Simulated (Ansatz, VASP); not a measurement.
**Two plane-wave programs on Hf3Re**

INCAR

```
PREC = Accurate
ENCUT = 600
EDIFF = 1E-6
ISMEAR = 0
SIGMA = 0.1
LREAL = False
LASPH = True
NELM = 100
ALGO = Normal
ISIF = 3
LWAVE = False
LCHARG = False
GGA = PE
IBRION = 2
NSW = 90
EDIFFG = -0.04
```

KPOINTS

```
Automatic mesh
0
Gamma
  4 4 4
```

File POSCAR:

```
Hf3Re
1.0
    4.1485001448      0.0000000000      0.0000000000
    0.0000000000      4.1485001448      0.0000000000
    0.0000000000      0.0000000000      4.1485001448
Hf Re
3 1
Direct
    0.0000000000      0.5000000000      0.5000000000
    0.5000000000      0.0000000000      0.5000000000
    0.5000000000      0.5000000000      0.0000000000
    0.0000000000      0.0000000000      0.0000000000
```

Input for Ansatz:

```yaml
crystal:
  lattice:
    - [4.1485001448, 0.0, 0.0]
    - [0.0, 4.1485001448, 0.0]
    - [0.0, 0.0, 4.1485001448]
  atoms:
    - { symbol: Hf, position: [0.0, 0.5, 0.5] }
    - { symbol: Hf, position: [0.5, 0.0, 0.5] }
    - { symbol: Hf, position: [0.5, 0.5, 0.0] }
    - { symbol: Re, position: [0.0, 0.0, 0.0] }
basis:
  ecutwfc: 420
kpoints:
  mp_grid: { grid: [4, 4, 4] }
hamiltonian:
  xc: pbe
scf:
  occupations: { method: gaussian, width: 0.1 }
  lower_state_search: "off"
output:
  forces: true
  stress: true
  eigenvalues: true
relax:
  adjacent_minimum: "off"
  f_tol: 0.04
  max_steps: 70
  cell: { stress_tol: 0.4 }
```

Alike in both runs: task relaxation of cell and atoms; functional PBE; k mesh 4 × 4 × 4; occupations gaussian, width 0.1 eV; no spin polarisation.

```csv
,VASP,Ansatz
version,VASP 6.6.1,Ansatz 0.2.0
potentials or method,"VASP PAW PBE potentials, release 64 (Hf_pv, Re), cutoff 600 eV","scalar-relativistic, plane waves, PAW"
valence electrons in the cell,37,93
```

VASP gave:

```
gap on the k mesh at the Fermi level, each at its own relaxed structure (eV) : none
relaxed volume (Å³/atom)                                                     : 19.83
relaxed cell length with the largest relative difference (Å)                 : 4.296
```

Task: Which values does Ansatz return?

Result: gap on the k mesh at the Fermi level, each at its own relaxed structure (eV): none; relaxed volume (Å³/atom): 19.90; relaxed cell length with the largest relative difference (Å): 4.302.

A gap of «none» marks a metal or a gap that the smearing closes. VASP's potentials hold 37 valence electrons a cell and Ansatz's 93, so a difference there can come from the potentials and not from the codes.

The k mesh is coarse, so the values compare programs but aren't converged. Spin-orbit coupling is off throughout.
